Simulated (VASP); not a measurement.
# W (C2/m) in VASP: notebook, part 2 of 2

VASP 6.6.1. Earlier steps stand in the parts before.

## (4) Single point, LDA (engineering shear strain xz -0.3000, normal strain along z +0.0750)

Contents of INCAR:

```
  PREC = Accurate
  ENCUT = 520
  EDIFF = 1E-6
  ISMEAR = 0
  SIGMA = 0.15
  LREAL = False
  LASPH = True
  NELM = 100
  ALGO = Fast
  ISIF = 2
  LWAVE = False
  LCHARG = True
  GGA = CA
  LELF = True
  LVHAR = True
  NBANDS = 13
```

Contents of KPOINTS:

```
Automatic mesh
0
Gamma
  20 20 20
```

Contents of POSCAR:

```
W
1.0
   -0.2979718176      1.9864787842      2.1354646930
    1.6885069666      0.0000000000      1.8374928754
    1.9864787842      1.9864787842     -0.2979718176
W
1
Direct
    0.0000000000      0.0000000000      0.0000000000
```

Potentials or basis: VASP PAW LDA potentials, release 64 (W_sv).

Run with:

```console
cat potpaw_LDA.64/W_sv/POTCAR > POTCAR
mpirun -np 1 vasp_std > vasp.out
```

OUTCAR:

```text
PREC = Accurate
   ENCUT = 520
   EDIFF = 1E-6
   ISMEAR = 0
   LREAL = False
   LASPH = True
   NELM = 100
   ISIF = 2
   GGA = CA

 ion  position               nearest neighbor table
   1  0.000  0.000  0.000-

  LATTYP: Found a base centered monoclinic cell.
 ALAT       =     4.0174047166
 B/A-ratio  =     0.9889363529
 C/A-ratio  =     0.6211679590
 COS(beta)  =    -0.5599121880

  Lattice vectors:

 A1 = (  -1.9864787842,   1.9864787842,   0.2979718176)
 A2 = (  -1.9864787842,  -1.9864787842,   0.2979718176)
[... 557 lines left out ...]
      5       4.5667      2.00000
      6       8.1220      2.00000
      7       9.2986      2.00000
      8      12.0697      0.00000
      9      12.6947      0.00000
     10      16.1782      0.00000
     11      19.6362      0.00000
     12      24.9118      0.00000
     13      28.2264      0.00000

 [... further k-points ...]
[... 5 lines left out ...]
  --------------------------------------------------------------------------------------
  -------------------------------------------------------------------------------------
  Total        0.1247155     -0.7303924      0.3597840      0.0000000      0.0000000      2.8955498
  in kB       12.1095226    -70.9190545     34.9340149      0.0000000      0.0000000    281.1497675
  external PRESSURE =      -7.9585057 kB  Pullay stress =       0.0000000 kB

 VOLUME and BASIS-vectors are now :
 -----------------------------------------------------------------------------
  energy-cutoff  :      520.00
  volume of cell :       16.50
      direct lattice vectors                 reciprocal lattice vectors
    -0.297971818  1.986478784  2.135464693    -0.221210482  0.251701656  0.203274497
     1.688506967  0.000000000  1.837492875     0.292954422 -0.251701656  0.275018437
     1.986478784  1.986478784 -0.297971818     0.221210482  0.251701656 -0.203274497

 POSITION                                       TOTAL-FORCE (eV/Angst)
 -----------------------------------------------------------------------------------
      0.00000      0.00000      0.00000         0.000000      0.000000      0.000000
 -----------------------------------------------------------------------------------
    total drift:                                0.000000      0.000000      0.000000

  FREE ENERGIE OF THE ION-ELECTRON SYSTEM (eV)
  ---------------------------------------------------
  free  energy   TOTEN  =       -13.4091971374 eV

  energy  without entropy=      -13.4003578626  energy(sigma->0) =      -13.40477750
```

OSZICAR:

```text
N       E                     dE             d eps       ncg     rms          rms(c)
DAV:   1     0.850746346767E+02    0.85075E+02   -0.74862E+03 55207   0.122E+03
DAV:   2    -0.123166187794E+02   -0.97391E+02   -0.93422E+02 61817   0.316E+02
DAV:   3    -0.140296427288E+02   -0.17130E+01   -0.17058E+01 61277   0.406E+01
DAV:   4    -0.140371329896E+02   -0.74903E-02   -0.74900E-02 60192   0.297E+00
DAV:   5    -0.140372002341E+02   -0.67245E-04   -0.67245E-04 61492   0.267E-01    0.206E+01
RMM:   6    -0.135446277094E+02    0.49257E+00   -0.35768E-01 60147   0.543E+00    0.876E+00
RMM:   7    -0.134127249378E+02    0.13190E+00   -0.25822E-01 60800   0.461E+00    0.603E-01
RMM:   8    -0.134091792210E+02    0.35457E-02   -0.12870E-02 68076   0.125E+00    0.161E-01
RMM:   9    -0.134091738944E+02    0.53266E-05   -0.23574E-03 68141   0.559E-01    0.714E-02
RMM:  10    -0.134091887445E+02   -0.14850E-04   -0.31069E-04 72095   0.214E-01    0.973E-03
RMM:  11    -0.134091951622E+02   -0.64177E-05   -0.83921E-05 70873   0.105E-01    0.589E-03
RMM:  12    -0.134091966660E+02   -0.15038E-05   -0.17426E-05 62047   0.471E-02    0.118E-03
RMM:  13    -0.134091971374E+02   -0.47148E-06   -0.47243E-06 51949   0.233E-02
   1 F= -.13409197E+02 E0= -.13404778E+02  d E =-.883927E-02
```

stdout:

```text
POSCAR found type information on POSCAR W
 POSCAR found :  1 types and       1 ions
 scaLAPACK will be used
 LDA part: xc-table for (Slater(with rela. corr.)+CA(PZ))
 , standard interpolation
 POSCAR, INCAR and KPOINTS ok, starting setup
 FFT: planning ... GRIDC
 FFT: planning ... GRID_SOFT
 FFT: planning ... GRID
 WAVECAR not read
 entering main loop
WARNING in EDDRMM: call to ZHEGV failed, returncode =   8  4     12
WARNING in EDDRMM: call to ZHEGV failed, returncode =   8  4     12
WARNING in EDDRMM: call to ZHEGV failed, returncode =   8  4     13
WARNING in EDDRMM: call to ZHEGV failed, returncode =   6  3     12
WARNING in EDDRMM: call to ZHEGV failed, returncode =   8  4     12
```

It took 2 min on 1 thread of Intel Xeon 6975P-C (Granite Rapids), shared host; peak memory 0.49 GiB.

What came out:

```yaml
Free_energy: -13.4092 eV
Pressure: -0.8 GPa
Band_gap_on_the_k_mesh: zero (bands 7 and 8 overlap by 4.68 eV)
```

Caveat: the cell differs from its parent crystal (engineering shear strain xz -0.3000, normal strain along z +0.0750); the stress differs along the axes, from -7 to 3 GPa; spin-orbit coupling is left out, which moves the levels of the heavy elements.

## (5) Summary

```csv
cell,further INCAR settings,gap on the mesh (eV),pressure (GPa)
"a = 2.871, b = 2.546, c = 2.818 Å, angles 64.5, 67.9, 62.3°, 1 atom",ALGO = Fast; EDIFF = 1e-07; NBANDS = 13,none,1.8
"a = 2.866, b = 2.652, c = 2.813 Å, angles 63.2, 65.5, 61.2°, 1 atom",ALGO = Fast; EDIFF = 1e-06; NBANDS = 13,none,-4.4
"a = 2.932, b = 2.495, c = 2.825 Å, angles 66.5, 70.8, 62.1°, 1 atom",ALGO = Fast; EDIFF = 1e-06; NBANDS = 13,none,-0.8
```

Alike in all rows: task single point; level LDA; potentials or basis VASP PAW LDA potentials, release 64 (W_sv); no spin polarisation; k mesh 20 × 20 × 20; cutoff (eV) 520; smearing gaussian 0.15 eV.

Caveats: spin-orbit coupling is left out, which moves the levels of the heavy elements; the stress differs along the axes, from -8 to -3 GPa (at least some runs); the stress differs along the axes, from -7 to 3 GPa (at least some runs).

Total energies depend on the potentials used, so only differences within one code and one set of settings carry meaning.
